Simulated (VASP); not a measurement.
# Ag (P6/mmm) in VASP: further runs

The runs below take Ag through single point, with PBE.

Program: VASP 6.6.1. These are calculated values, not measurements. Logs are shortened: lines on timing, memory, paths and dates and some standing lists are left out, and cuts for length are marked.

### 1 The cell of the first run

The structure is hexagonal, space group P6/mmm (No. 191). The conventional cell has a = 3.623 Å, b = 3.623 Å, c = 2.167 Å, α = 90.00°, β = 90.00°, γ = 120.00°. Within 2.9 Å of Ag (site symmetry 6/mmm) lie 14 Ag at 2.17 to 2.36 Å. Ag (site symmetry -6m2) has 11 Ag at 2.09 to 2.36 Å within 2.8 Å.

### 2 Single point, PBE

INCAR

```
SYSTEM = Ag
  PREC = Accurate
  ENCUT = 520
  EDIFF = 1E-7
  ISMEAR = -1
  SIGMA = 0.05
  LREAL = .False.
  LASPH = .True.
  NELM = 100
  ALGO = Normal
  ISIF = 2
  LWAVE = .False.
  LCHARG = .False.
  GGA = PE
  NBANDS = 24
```

KPOINTS

```
regular mesh
0
Gamma
  8 8 11
  0 0 0
```

POSCAR

```
Ag
1.0
    3.6230272188      0.0000000000      0.0000000000
   -1.8115136094      3.1376336101      0.0000000000
    0.0000000000      0.0000000000      2.1668192326
Ag
3
Direct
    0.0000000000      0.0000000000      0.0000000000
    0.3333333333      0.6666666667      0.5000000000
    0.6666666667      0.3333333333      0.5000000000
```

Potentials or basis: VASP PAW PBE potentials, release 64 (Ag).

On the command line:

```console
$ cat potpaw_PBE.64/Ag/POTCAR > POTCAR
$ mpirun -np 1 vasp_std > vasp.out
```

OUTCAR:

```text
SYSTEM = Ag
   PREC = Accurate
   ENCUT = 520
   EDIFF = 1E-7
   ISMEAR = -1
   LREAL = .False.
   LASPH = .True.
   NELM = 100
   ISIF = 2
   GGA = PE

 ion  position               nearest neighbor table
   1  0.000  0.000  0.000-   2 2.36   3 2.36   2 2.36   3 2.36   3 2.36   3 2.36   2 2.36   2 2.36
                             3 2.36   3 2.36   2 2.36   2 2.36
   2  0.333  0.667  0.500-   3 2.09   3 2.09   3 2.09   1 2.36   1 2.36   1 2.36   1 2.36   1 2.36
                             1 2.36   3 3.01   3 3.01   3 3.01   3 3.01   3 3.01   3 3.01
   3  0.667  0.333  0.500-   2 2.09   2 2.09   2 2.09   1 2.36   1 2.36   1 2.36   1 2.36   1 2.36
                             1 2.36   2 3.01   2 3.01   2 3.01   2 3.01   2 3.01   2 3.01

  LATTYP: Found a hexagonal cell.
 ALAT       =     3.6230272188
 C/A-ratio  =     0.5980687148

  Lattice vectors:

 A1 = (   3.6230272188,   0.0000000000,   0.0000000000)
 A2 = (  -1.8115136094,   3.1376336101,   0.0000000000)
 A3 = (   0.0000000000,   0.0000000000,   2.1668192326)

Analysis of symmetry for initial positions (statically):
=====================================================================
 Subroutine PRICEL returns:
 Original cell was already a primitive cell.

 Routine SETGRP: Setting up the symmetry group for a
 hexagonal supercell.

 Subroutine GETGRP returns: Found 24 space group operations
 (whereof 24 operations were pure point group operations)
 out of a pool of 24 trial point group operations.

The static configuration has the point symmetry D_6h.

Analysis of symmetry for dynamics (positions and initial velocities):
=====================================================================
 Subroutine PRICEL returns:
 Original cell was already a primitive cell.

 Routine SETGRP: Setting up the symmetry group for a
 hexagonal supercell.

 Subroutine GETGRP returns: Found 24 space group operations
 (whereof 24 operations were pure point group operations)
 out of a pool of 24 trial point group operations.

The dynamic configuration has the point symmetry D_6h.

 Subroutine INISYM returns: Found 24 space group operations
 (whereof 24 operations are pure point group operations),
 and found     1 'primitive' translations

----------------------------------------------------------------------------------------

                                     Primitive cell

  volume of cell :      24.6318

[... 82 lines left out ...]
   ISTART =      0    job   : 0-new  1-cont  2-samecut
   ICHARG =      2    charge: 1-file 2-atom 10-const
   ISPIN  =      1    spin polarized calculation?
   LNONCOLLINEAR =      F non collinear calculations
   LSORBIT =      F    spin-orbit coupling
   LASPH  =      T    aspherical Exc in radial PAW
   ENCUT  =  520.0 eV  38.22 Ry    6.18 a.u.   6.74  6.74  4.03*2*pi/ulx,y,z
   NELM   =    100;   NELMIN=  2; NELMDL= -5     # of ELM steps
   EDIFF  = 0.1E-06   stopping-criterion for ELM
   LREAL  =      F    real-space projection
   EDIFFG = 0.1E-05   stopping-criterion for IOM
   NSW    =      0    number of steps for IOM
   IBRION =     -1    ionic relax: 0-MD 1-quasi-New 2-CG
   NFREE  =      0    steps in history (QN), initial steepest desc. (CG)
   ISIF   =      2    stress and relaxation
   ISYM   =      2    0-nonsym 1-usesym 2-fastsym
   POTIM  = 0.5000    time-step for ionic-motion
   TEBEG  =    0.0;   TEEND  =   0.0 temperature during run
   PSTRESS=    0.0 pullay stress
   NELECT =      33.0000    total number of electrons
   NUPDOWN=      -1.0000    fix difference up-down
   EMIN   =  10.00;   EMAX   =-10.00  energy-range for DOS
   EFERMI =   0.00;   METHOD = LEGACY
   ISMEAR =    -1;   SIGMA  =   0.05  broadening in eV -4-tet -1-fermi 0-gaus
   EFERMI_NEDOS =   21; number of points for ismear=-14 and -15
   IALGO  =     38    algorithm
   IMIX   =      4    mixing-type and parameters
     AMIX     =   0.40;   BMIX     =  1.00
     AMIX_MAG =   1.60;   BMIX_MAG =  1.00
  volume/ion in A,a.u.               =       8.21        55.41
  Fermi-wavevector in a.u.,A,eV,Ry     =   1.804737  3.410459 44.315215  3.257076
  Thomas-Fermi vector in A             =   2.864580
   LORBIT       =      0    0 simple, 1 ext, 2 COOP (PROOUT), +10 PAW based schemes
   GGA     = PE    functional components
   LHFCALC =     F    Hartree Fock is set to
   AEXX    =    0.0000 exact exchange contribution
   IVDW    =     0    specifies the selected vdW correction
   LEPSILON=     F    determine dielectric tensor
   LRPA    =     F    only Hartree local field effects (RPA)
 non-spin polarized calculation
  energy-cutoff  :      520.00
  volume of cell :       24.63
 maximum number of plane-waves:       686
 NGX is ok and might be reduce to    28

 number of electron      32.9999994 magnetization

 Free energy of the ion-electron system (eV)
  ---------------------------------------------------
  ext. energy  EPLUGINS =         0.00000000
  ---------------------------------------------------
  free energy    TOTEN  =        17.52532692 eV

  energy without entropy =       17.52991230  energy(sigma->0) =       17.52761961

 E-fermi :  25.1641     XC(G=0): -17.1239

 val. band max:       25.1376879576   @ k =   0.3750   0.1250   0.4545
 cond. band min:      25.2156696330   @ k =   0.3750   0.2500   0.4545
 fundamental gap:      0.0779816754
 Fermi energy:        25.1640510660

 k-point     1 :       0.0000    0.0000    0.0000
  band No.  band energies     occupation
      1       9.3521      2.00000
      2       9.6408      2.00000
      3      13.3652      2.00000
      4      13.6746      2.00000
      5      13.9381      2.00000
      6      13.9381      2.00000
[... 637 lines left out ...]
     23      41.9327      0.00000
     24      42.9342      0.00000

 [... further k-points ...]
[... 5 lines left out ...]
  --------------------------------------------------------------------------------------
  -------------------------------------------------------------------------------------
  Total       95.1270914     95.1270914     95.2264004      0.0000000      0.0000000     -0.0000000
  in kB     6187.5439008   6187.5439008   6194.0034605      0.0000000      0.0000000     -0.0000000
  external PRESSURE =    6189.6970874 kB  Pullay stress =       0.0000000 kB

 VOLUME and BASIS-vectors are now :
 -----------------------------------------------------------------------------
  energy-cutoff  :      520.00
  volume of cell :       24.63
      direct lattice vectors                 reciprocal lattice vectors
     3.623027219  0.000000000  0.000000000     0.276012279  0.159355764  0.000000000
    -1.811513609  3.137633610  0.000000000     0.000000000  0.318711527  0.000000000
     0.000000000  0.000000000  2.166819233     0.000000000  0.000000000  0.461505965

 POSITION                                       TOTAL-FORCE (eV/Angst)
 -----------------------------------------------------------------------------------
      0.00000      0.00000      0.00000        -0.000000      0.000000     -0.000000
     -0.00000      2.09176      1.08341         0.000000     -0.000000      0.000000
      1.81151      1.04588      1.08341        -0.000000      0.000000     -0.000000
 -----------------------------------------------------------------------------------
    total drift:                                0.000000      0.000000     -0.000000

  FREE ENERGIE OF THE ION-ELECTRON SYSTEM (eV)
  ---------------------------------------------------
  free  energy   TOTEN  =        17.5253269178 eV

  energy  without entropy=       17.5299122979  energy(sigma->0) =       17.52761961
```

stdout:

```text
POSCAR found type information on POSCAR Ag
 POSCAR found :  1 types and       3 ions
 scaLAPACK will be used
 LDA part: xc-table for (Slater+PW92), standard interpolation
 POSCAR, INCAR and KPOINTS ok, starting setup
 FFT: planning ... GRIDC
 FFT: planning ... GRID_SOFT
 FFT: planning ... GRID
 WAVECAR not read
 entering main loop
```

It took 14 s on 1 thread of Intel Xeon 6975P-C (Granite Rapids), shared host; peak memory 0.15 GiB.

The run converged, but its numbers aren't listed here, since they failed a check.

### 3 Single point, PBE

INCAR

```
PREC = Accurate
ENCUT = 520
EDIFF = 1E-7
ISMEAR = -1
SIGMA = 0.05
LREAL = False
LASPH = True
NELM = 60
ALGO = Normal
ISIF = 2
LWAVE = False
LCHARG = False
GGA = PE
NBANDS = 24
```

KPOINTS

```
Automatic mesh
0
Gamma
  8 8 11
```

POSCAR is that of step 2.

Potentials or basis: VASP PAW PBE potentials, release 64 (Ag).

On the command line:

```console
$ cat potpaw_PBE.64/Ag/POTCAR > POTCAR
$ mpirun -np 1 vasp_std > vasp.out
```

OUTCAR:

```text
PREC = Accurate
   ENCUT = 520
   EDIFF = 1E-7
   ISMEAR = -1
   LREAL = False
   LASPH = True
   NELM = 60
   ISIF = 2
   GGA = PE

 ion  position               nearest neighbor table
   1  0.000  0.000  0.000-   2 2.36   3 2.36   2 2.36   3 2.36   3 2.36   3 2.36   2 2.36   2 2.36
                             3 2.36   3 2.36   2 2.36   2 2.36
   2  0.333  0.667  0.500-   3 2.09   3 2.09   3 2.09   1 2.36   1 2.36   1 2.36   1 2.36   1 2.36
                             1 2.36   3 3.01   3 3.01   3 3.01   3 3.01   3 3.01   3 3.01
   3  0.667  0.333  0.500-   2 2.09   2 2.09   2 2.09   1 2.36   1 2.36   1 2.36   1 2.36   1 2.36
                             1 2.36   2 3.01   2 3.01   2 3.01   2 3.01   2 3.01   2 3.01

  LATTYP: Found a hexagonal cell.
 ALAT       =     3.6230272188
 C/A-ratio  =     0.5980687148

  Lattice vectors:

 A1 = (   3.6230272188,   0.0000000000,   0.0000000000)
 A2 = (  -1.8115136094,   3.1376336101,   0.0000000000)
 A3 = (   0.0000000000,   0.0000000000,   2.1668192326)

Analysis of symmetry for initial positions (statically):
=====================================================================
 Subroutine PRICEL returns:
 Original cell was already a primitive cell.

[... 165 lines left out ...]
  ext. energy  EPLUGINS =         0.00000000
  ---------------------------------------------------
  free energy    TOTEN  =        17.52532692 eV

  energy without entropy =       17.52991230  energy(sigma->0) =       17.52761961

 E-fermi :  25.1641     XC(G=0): -17.1239

 val. band max:       25.1376879576   @ k =   0.3750   0.1250   0.4545
 cond. band min:      25.2156696330   @ k =   0.3750   0.2500   0.4545
 fundamental gap:      0.0779816754
 Fermi energy:        25.1640510660

 k-point     1 :       0.0000    0.0000    0.0000
  band No.  band energies     occupation
      1       9.3521      2.00000
      2       9.6408      2.00000
      3      13.3652      2.00000
      4      13.6746      2.00000
      5      13.9381      2.00000
      6      13.9381      2.00000
[... 637 lines left out ...]
     23      41.9327      0.00000
     24      42.9342      0.00000

 [... further k-points ...]
[... 5 lines left out ...]
  --------------------------------------------------------------------------------------
  -------------------------------------------------------------------------------------
  Total       95.1270914     95.1270914     95.2264004      0.0000000      0.0000000     -0.0000000
  in kB     6187.5439008   6187.5439008   6194.0034605      0.0000000      0.0000000     -0.0000000
  external PRESSURE =    6189.6970874 kB  Pullay stress =       0.0000000 kB

 VOLUME and BASIS-vectors are now :
 -----------------------------------------------------------------------------
  energy-cutoff  :      520.00
  volume of cell :       24.63
      direct lattice vectors                 reciprocal lattice vectors
     3.623027219  0.000000000  0.000000000     0.276012279  0.159355764  0.000000000
    -1.811513609  3.137633610  0.000000000     0.000000000  0.318711527  0.000000000
     0.000000000  0.000000000  2.166819233     0.000000000  0.000000000  0.461505965

 POSITION                                       TOTAL-FORCE (eV/Angst)
 -----------------------------------------------------------------------------------
      0.00000      0.00000      0.00000        -0.000000      0.000000     -0.000000
     -0.00000      2.09176      1.08341         0.000000     -0.000000      0.000000
      1.81151      1.04588      1.08341        -0.000000      0.000000     -0.000000
 -----------------------------------------------------------------------------------
    total drift:                                0.000000      0.000000     -0.000000

  FREE ENERGIE OF THE ION-ELECTRON SYSTEM (eV)
  ---------------------------------------------------
  free  energy   TOTEN  =        17.5253269178 eV

  energy  without entropy=       17.5299122979  energy(sigma->0) =       17.52761961
```

It took 14 s on 1 thread of Intel Xeon 6975P-C (Granite Rapids), shared host; peak memory 0.15 GiB.

The run converged, but its numbers aren't listed here, since they failed a check.

[end of part 1 of 2]
